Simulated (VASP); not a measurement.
# HgTe (Imm2) in VASP: a series of runs

The runs below take HgTe through single point, with PBEsol.

Program: VASP 6.6.1. These are calculated values, not measurements. Logs are shortened: lines on timing, memory, paths and dates and some standing lists are left out, and cuts for length are marked.

## (1) The cell of the first run

The structure is orthorhombic, space group Imm2 (No. 44). Conventional cell: a = 4.513 Å, b = 4.604 Å, c = 6.447 Å, α = 90.00°, β = 90.00°, γ = 90.00°. Within 3.7 Å of Hg (site symmetry mm2) lie 4 Te at 2.77 to 2.81 Å. Te (site symmetry mm2) has 4 Hg at 2.77 to 2.81 Å within 3.7 Å.

## (2) Single point, PBEsol (strain -0.0200 x Voigt [0, 0, 0, 0, 0, 1])

The input, INCAR:

```
ALGO     = Normal         # electronic algorithm
EDIFF    = 1E-6           # SCF threshold, eV
ENCUT    = 520            # plane-wave cutoff, eV
GGA      = PS             # functional
ISIF     = 2              # what is computed and relaxed
ISMEAR   = 0              # smearing method
LASPH    = True           # aspherical terms in the spheres
LCHARG   = True           # write CHGCAR
LELF     = True           # ELF
LREAL    = False          # projectors in reciprocal space
LVHAR    = True         
LWAVE    = False          # write WAVECAR
NBANDS   = 16             # bands
NELM     = 60             # most SCF steps
PREC     = Accurate       # precision mode
SIGMA    = 0.15           # smearing width, eV
```

The input, KPOINTS:

```
k-points
0
Gamma
  14 14 14
```

The input, POSCAR:

```
HgTe
1.0
   -0.0322350000      3.2235000000      3.2235000000
    3.2235000000     -0.0322350000      3.2235000000
    3.1912650000      3.1912650000      0.0000000000
Hg Te
1 1
Direct
    0.0000000000      0.0000000000      0.0000000000
    0.7500000000      0.7500000000      0.7500000000
```

Potentials or basis: VASP PAW PBE potentials, release 64 (Hg, Te).

The run is started by

```sh
$ cat potpaw_PBE.64/Hg/POTCAR potpaw_PBE.64/Te/POTCAR > POTCAR
$ mpirun -np 1 vasp_std > vasp.out
```

OUTCAR:

```text
EDIFF = 1E-6
   ENCUT = 520
   GGA = PS
   ISIF = 2
   ISMEAR = 0
   LASPH = True
   LREAL = False
   NELM = 60
   PREC = Accurate

 ion  position               nearest neighbor table
   1  0.000  0.000  0.000-   2 2.77   2 2.77   2 2.81   2 2.81
   2  0.750  0.750  0.750-   1 2.77   1 2.77   1 2.81   1 2.81

  LATTYP: Found a body centered orthorhombic cell.
 ALAT       =     4.5131302441
 B/A-ratio  =     1.0202020202
 C/A-ratio  =     1.4284985479

  Lattice vectors:

 A1 = (   0.0322350000,  -3.2235000000,  -3.2235000000)
 A2 = (  -0.0322350000,   3.2235000000,  -3.2235000000)
 A3 = (   3.2235000000,  -0.0322350000,   3.2235000000)

Analysis of symmetry for initial positions (statically):
=====================================================================
 Subroutine PRICEL returns:
 Original cell was already a primitive cell.

 Routine SETGRP: Setting up the symmetry group for a
 body centered orthorhombic supercell.

 Subroutine GETGRP returns: Found  4 space group operations
 (whereof  4 operations were pure point group operations)
 out of a pool of  8 trial point group operations.

The static configuration has the point symmetry C_2v.

Analysis of symmetry for dynamics (positions and initial velocities):
=====================================================================
 Subroutine PRICEL returns:
 Original cell was already a primitive cell.

 Routine SETGRP: Setting up the symmetry group for a
 body centered orthorhombic supercell.

 Subroutine GETGRP returns: Found  4 space group operations
 (whereof  4 operations were pure point group operations)
 out of a pool of  8 trial point group operations.

The dynamic configuration has the point symmetry C_2v.

 Subroutine INISYM returns: Found  4 space group operations
 (whereof  4 operations are pure point group operations),
 and found     1 'primitive' translations

----------------------------------------------------------------------------------------

                                     Primitive cell

  volume of cell :      66.9838

  direct lattice vectors                    reciprocal lattice vectors
    -0.032235000  3.223500000  3.223500000    -0.153575153  0.153575153  0.155110904
     3.223500000 -0.032235000  3.223500000     0.153575153 -0.153575153  0.155110904
     3.191265000  3.191265000  0.000000000     0.156677681  0.156677681 -0.155110904

  length of vectors
     4.558831385  4.558831385  4.513130244     0.266889580  0.266889580  0.270472150

  position of ions in fractional coordinates (direct lattice)
     0.000000000  0.000000000  0.000000000
     0.750000000  0.750000000  0.750000000

  ion indices of the primitive-cell ions
   primitive index   ion index
                 1           1
                 2           2

----------------------------------------------------------------------------------------

 KPOINTS: k-points

Automatic generation of k-mesh.
 Grid dimensions read from file:
 generate k-points for:   14   14   14

 Generating k-lattice:

  Cartesian coordinates                     Fractional coordinates (reciprocal lattice)
    -0.010969654  0.010969654  0.011079350     0.071428571  0.000000000  0.000000000
     0.010969654 -0.010969654  0.011079350     0.000000000  0.071428571  0.000000000
     0.011191263  0.011191263 -0.011079350     0.000000000  0.000000000  0.071428571

  Length of vectors
     0.019063541  0.019063541  0.019319439

  Shift w.r.t. Gamma in fractional coordinates (k-lattice)
     0.000000000  0.000000000  0.000000000

 Subroutine IBZKPT returns following result:
 ===========================================

 Found    428 irreducible k-points:

 Following reciprocal coordinates:
            Coordinates               Weight
  0.000000  0.000000  0.000000      1.000000
  0.071429 -0.000000  0.000000      4.000000
  0.142857 -0.000000  0.000000      4.000000
  0.214286 -0.000000  0.000000      4.000000
  0.285714 -0.000000  0.000000      4.000000
  0.357143 -0.000000  0.000000      4.000000
[... 16 lines left out ...]
  0.214286  0.142857  0.000000      4.000000
  0.285714  0.142857  0.000000      4.000000
 [... further k-points ...]
   k-points           NKPTS =    428   k-points in BZ     NKDIM =    428   number of bands    NBANDS=     16
   number of dos      NEDOS =    301   number of ions     NIONS =      2
   total plane-waves  NPLWV =  46656
   dimension x,y,z NGX =    36 NGY =   36 NGZ =   36
   dimension x,y,z NGXF=    72 NGYF=   72 NGZF=   72
   ions per type =               1   1
   NGX,Y,Z   is equivalent  to a cutoff of  13.13, 13.13, 13.26 a.u.
   NGXF,Y,Z  is equivalent  to a cutoff of  26.26, 26.26, 26.52 a.u.
 SYSTEM =  unknown system
   PREC   = accura    normal or accurate (medium, high low for compatibility)
   ISTART =      0    job   : 0-new  1-cont  2-samecut
   ICHARG =      2    charge: 1-file 2-atom 10-const
   ISPIN  =      1    spin polarized calculation?
   LNONCOLLINEAR =      F non collinear calculations
   LSORBIT =      F    spin-orbit coupling
   LASPH  =      T    aspherical Exc in radial PAW
   ENCUT  =  520.0 eV  38.22 Ry    6.18 a.u.   8.48  8.48  8.39*2*pi/ulx,y,z
   NELM   =     60;   NELMIN=  2; NELMDL= -5     # of ELM steps
   EDIFF  = 0.1E-05   stopping-criterion for ELM
   LREAL  =      F    real-space projection
   EDIFFG = 0.1E-04   stopping-criterion for IOM
   NSW    =      0    number of steps for IOM
   IBRION =     -1    ionic relax: 0-MD 1-quasi-New 2-CG
   NFREE  =      0    steps in history (QN), initial steepest desc. (CG)
   ISIF   =      2    stress and relaxation
   ISYM   =      2    0-nonsym 1-usesym 2-fastsym
   POTIM  = 0.5000    time-step for ionic-motion
   TEBEG  =    0.0;   TEEND  =   0.0 temperature during run
   PSTRESS=    0.0 pullay stress
   NELECT =      18.0000    total number of electrons
   NUPDOWN=      -1.0000    fix difference up-down
   EMIN   =  10.00;   EMAX   =-10.00  energy-range for DOS
   EFERMI =   0.00;   METHOD = LEGACY
   ISMEAR =     0;   SIGMA  =   0.15  broadening in eV -4-tet -1-fermi 0-gaus
   EFERMI_NEDOS =   21; number of points for ismear=-14 and -15
   IALGO  =     38    algorithm
   IMIX   =      4    mixing-type and parameters
     AMIX     =   0.40;   BMIX     =  1.00
     AMIX_MAG =   1.60;   BMIX_MAG =  1.00
  volume/ion in A,a.u.               =      33.49       226.01
  Fermi-wavevector in a.u.,A,eV,Ry     =   1.056434  1.996371 15.184827  1.116053
  Thomas-Fermi vector in A             =   2.191670
   LORBIT       =      0    0 simple, 1 ext, 2 COOP (PROOUT), +10 PAW based schemes
   GGA     = PS    functional components
   LHFCALC =     F    Hartree Fock is set to
   AEXX    =    0.0000 exact exchange contribution
   IVDW    =     0    specifies the selected vdW correction
   LEPSILON=     F    determine dielectric tensor
   LRPA    =     F    only Hartree local field effects (RPA)
 non-spin polarized calculation
 Gauss-broadening in eV      SIGMA  =   0.15
  energy-cutoff  :      520.00
  volume of cell :       66.98
 maximum number of plane-waves:      1827
 NGX is ok and might be reduce to    36
   NGX = 17   NGY = 17   NGZ = 17

 number of electron      18.0000001 magnetization

 Free energy of the ion-electron system (eV)
  ---------------------------------------------------
  ext. energy  EPLUGINS =         0.00000000
  ---------------------------------------------------
  free energy    TOTEN  =        -4.36423085 eV

  energy without entropy =       -4.36400712  energy(sigma->0) =       -4.36411899

 E-fermi :   3.1732     XC(G=0):  -8.9743

 val. band max:        3.0699244260   @ k =   0.0000   0.0000   0.0000
 cond. band min:       3.3805336180   @ k =   0.0714  -0.0000   0.0000
 fundamental gap:      0.3106091919
 Fermi energy:         3.1732165834

 k-point     1 :       0.0000    0.0000    0.0000
  band No.  band energies     occupation
      1      -9.0467      2.00000
      2      -4.3727      2.00000
      3      -4.3570      2.00000
      4      -4.3414      2.00000
      5      -3.8111      2.00000
      6      -3.8107      2.00000
[... 8 lines left out ...]
     15      12.5871      0.00000
     16      12.5904      0.00000

 k-point     2 :       0.0714   -0.0000    0.0000
  band No.  band energies     occupation
      1      -9.0209      2.00000
      2      -4.3654      2.00000
      3      -4.3499      2.00000
      4      -4.3333      2.00000
      5      -3.8119      2.00000
      6      -3.8114      2.00000
[... 8 lines left out ...]
     15      12.0596      0.00000
     16      12.1147      0.00000

 k-point     3 :       0.1429   -0.0000    0.0000
  band No.  band energies     occupation
      1      -8.9473      2.00000
      2      -4.3455      2.00000
      3      -4.3290      2.00000
      4      -4.3053      2.00000
      5      -3.8133      2.00000
      6      -3.8127      2.00000
[... 8 lines left out ...]
     15      11.6262      0.00000
     16      11.7037      0.00000

 k-point     4 :       0.2143   -0.0000    0.0000
  band No.  band energies     occupation
      1      -8.8373      2.00000
      2      -4.3180      2.00000
      3      -4.3009      2.00000
      4      -4.2421      2.00000
      5      -3.8129      2.00000
      6      -3.8122      2.00000
[... 8 lines left out ...]
     15      11.4401      0.00000
     16      11.5442      0.00000

 k-point     5 :       0.2857   -0.0000    0.0000
  band No.  band energies     occupation
      1      -8.7100      2.00000
      2      -4.2899      2.00000
      3      -4.2736      2.00000
      4      -4.1232      2.00000
      5      -3.8086      2.00000
      6      -3.8080      2.00000
[... 8 lines left out ...]
     15      11.5596      0.00000
     16      11.6932      0.00000

 k-point     6 :       0.3571   -0.0000    0.0000
  band No.  band energies     occupation
      1      -8.5904      2.00000
      2      -4.2672      2.00000
      3      -4.2523      2.00000
      4      -3.9318      2.00000
      5      -3.8004      2.00000
      6      -3.8002      2.00000
[... 8 lines left out ...]
     15      11.9754      0.00000
     16      12.1347      0.00000
[... 267 lines left out ...]
 k-point    21 :      -0.0714    0.0714    0.0000
  band No.  band energies     occupation
      1      -8.9799      2.00000
      2      -4.3573      2.00000
      3      -4.3322      2.00000
      4      -4.3217      2.00000
      5      -3.8165      2.00000
      6      -3.8082      2.00000
[... 8 lines left out ...]
     15      11.5849      0.00000
     16      11.7903      0.00000

 k-point    22 :       0.1429    0.1429    0.0000
  band No.  band energies     occupation
      1      -8.9105      2.00000
      2      -4.3450      2.00000
      3      -4.3187      2.00000
      4      -4.2838      2.00000
      5      -3.8309      2.00000
      6      -3.7987      2.00000
[... 8 lines left out ...]
     15      11.0223      0.00000
     16      12.6908      0.00000

 k-point    23 :       0.2143    0.1429    0.0000
  band No.  band energies     occupation
      1      -8.8266      2.00000
      2      -4.3262      2.00000
      3      -4.2892      2.00000
      4      -4.2460      2.00000
      5      -3.8363      2.00000
      6      -3.7934      2.00000
[... 8 lines left out ...]
     15      11.6345      0.00000
     16      12.5508      0.00000

 k-point    24 :       0.2857    0.1429    0.0000
  band No.  band energies     occupation
      1      -8.7153      2.00000
      2      -4.2919      2.00000
      3      -4.2577      2.00000
      4      -4.1779      2.00000
      5      -3.8324      2.00000
      6      -3.7882      2.00000
[... 8 lines left out ...]
     15      11.9577      0.00000
     16      12.5199      0.00000

 [... further k-points ...]

------------------------ aborting loop because EDIFF is reached ----------------------------------------

  FORCE on cell =-STRESS in cart. coord.  units (eV):
  Direction    XX          YY          ZZ          XY          YZ          ZX
  --------------------------------------------------------------------------------------
  -------------------------------------------------------------------------------------
  Total        0.6134850      0.6134850      0.6095498      0.3549534      0.0000000      0.0000000
  in kB       14.6738783     14.6738783     14.5797535      8.4900917      0.0000000      0.0000000
  external PRESSURE =      14.6425034 kB  Pullay stress =       0.0000000 kB

 VOLUME and BASIS-vectors are now :
 -----------------------------------------------------------------------------
  energy-cutoff  :      520.00
  volume of cell :       66.98
      direct lattice vectors                 reciprocal lattice vectors
    -0.032235000  3.223500000  3.223500000    -0.153575153  0.153575153  0.155110904
     3.223500000 -0.032235000  3.223500000     0.153575153 -0.153575153  0.155110904
     3.191265000  3.191265000  0.000000000     0.156677681  0.156677681 -0.155110904

 POSITION                                       TOTAL-FORCE (eV/Angst)
 -----------------------------------------------------------------------------------
      0.00000      0.00000      0.00000         0.000000      0.000000      0.121191
      4.78690      4.78690      4.83525        -0.000000     -0.000000     -0.121191
 -----------------------------------------------------------------------------------
    total drift:                                0.000000      0.000000     -0.000459

  FREE ENERGIE OF THE ION-ELECTRON SYSTEM (eV)
  ---------------------------------------------------
  free  energy   TOTEN  =        -4.3642308521 eV

  energy  without entropy=       -4.3640071233  energy(sigma->0) =       -4.36411899
```

It took 4.7 min on 1 thread of AMD EPYC 9R45 (Zen 5), shared host; peak memory 0.55 GiB.

What came out:

| Item | Value |
| --- | --- |
| Free energy | -4.3642 eV |
| Pressure | 1.5 GPa |
| Largest force | 0.121 eV/Å |
| Band gap on the k mesh | 0.03 eV |

Forces on the atoms (eV/Å):
```
Hg   0.000  0.000  0.121
Te   0.000  0.000 -0.121
```

Levels at points of the mesh, in eV from the valence-band top:
```tsv
k point	band 5	band 6	band 7	band 8	band 9	band 10	band 11	band 12	band 13	band 14
(0.00, 0.00, 0.00)	-6.85	-6.85	-0.80	-0.04	0.00	0.03	4.05	4.16	4.27	6.30
(0.50, 0.00, 0.00)	-6.83	-6.55	-5.59	-0.99	-0.97	0.68	4.94	5.05	6.72	7.75
(0.50, 0.50, 0.00)	-6.79	-6.40	-5.52	-2.42	-2.25	1.81	2.37	8.13	8.83	8.86
(0.00, 0.00, 0.50)	-6.83	-6.55	-5.60	-1.06	-1.05	0.58	4.88	4.99	6.71	7.83
(0.50, 0.00, 0.50)	-6.79	-6.40	-5.52	-2.33	-2.33	1.83	2.35	8.09	8.84	8.88
```

Caveat: the cell differs from its parent crystal (strain -0.0200 x Voigt [0, 0, 0, 0, 0, 1]); the smearing spreads over this small gap; the PAW data sets were made with another functional, which shifts forces and pressure a little; spin-orbit coupling is left out, which moves the levels of the heavy elements.

## (3) Single point, PBEsol (strain +0.0150 x Voigt [0, 0, 0, 0, 0, 1])

The input, INCAR:

```
SYSTEM = HgTe
ALGO = Normal ; EDIFF = 1E-6
ENCUT = 520 ; GGA = PS
ISIF = 2 ; ISMEAR = 0
LASPH = .TRUE. ; LCHARG = .FALSE.
LREAL = .FALSE. ; LWAVE = .FALSE.
NBANDS = 16 ; NELM = 60
PREC = Accurate ; SIGMA = 0.15
```

The input, KPOINTS:

```
k-points
0
G
  14 14 14
  0 0 0
```

The input, POSCAR:

```
HgTe
1.0
    0.0241762500      3.2235000000      3.2235000000
    3.2235000000      0.0241762500      3.2235000000
    3.2476762500      3.2476762500      0.0000000000
Hg Te
1 1
Direct
    0.0000000000      0.0000000000      0.0000000000
    0.7500000000      0.7500000000      0.7500000000
```

Potentials or basis: VASP PAW PBE potentials, release 64 (Hg, Te).

The run is started by

```sh
$ cat potpaw_PBE.64/Hg/POTCAR potpaw_PBE.64/Te/POTCAR > POTCAR
$ mpirun -np 1 vasp_std > vasp.out
```

It took 4.2 min on 1 thread of AMD EPYC 9R45 (Zen 5), shared host; peak memory 0.55 GiB.

Results (log left out):

```yaml
Free_energy: -4.3658 eV
Pressure: 1.4 GPa
Largest_force: 0.091 eV/Å
Band_gap_on_the_k_mesh: 0.02 eV
```

Forces in eV/Å, atoms in the order of the input:
```
Hg   0.000  0.000 -0.091
Te   0.000  0.000  0.091
```

Stress tensor (GPa, compression positive):
```
 1.45 -0.64  0.00
-0.64  1.45  0.00
 0.00  0.00  1.45
```

Levels at points of the mesh, in eV from the valence-band top:
| k point | band 5 | band 6 | band 7 | band 8 | band 9 | band 10 | band 11 | band 12 | band 13 | band 14 |
| --- | --- | --- | --- | --- | --- | --- | --- | --- | --- | --- |
| (0.00, 0.00, 0.00) | -6.85 | -6.85 | -0.79 | -0.03 | 0.00 | 0.02 | 4.08 | 4.17 | 4.25 | 6.30 |
| (0.50, 0.00, 0.00) | -6.83 | -6.54 | -5.60 | -1.05 | -1.04 | 0.60 | 4.91 | 4.99 | 6.72 | 7.82 |
| (0.50, 0.50, 0.00) | -6.79 | -6.39 | -5.52 | -2.40 | -2.27 | 1.82 | 2.37 | 8.13 | 8.84 | 8.86 |
| (0.00, 0.00, 0.50) | -6.83 | -6.55 | -5.59 | -0.99 | -0.98 | 0.67 | 4.95 | 5.03 | 6.72 | 7.76 |
| (0.50, 0.00, 0.50) | -6.79 | -6.39 | -5.52 | -2.33 | -2.33 | 1.83 | 2.36 | 8.11 | 8.84 | 8.87 |

Caveat: the cell differs from its parent crystal (strain +0.0150 x Voigt [0, 0, 0, 0, 0, 1]); the smearing spreads over this small gap; the PAW data sets were made with another functional, which shifts forces and pressure a little; spin-orbit coupling is left out, which moves the levels of the heavy elements.

The gap in the log of VASP goes by the Fermi energy; the results here count the filled bands.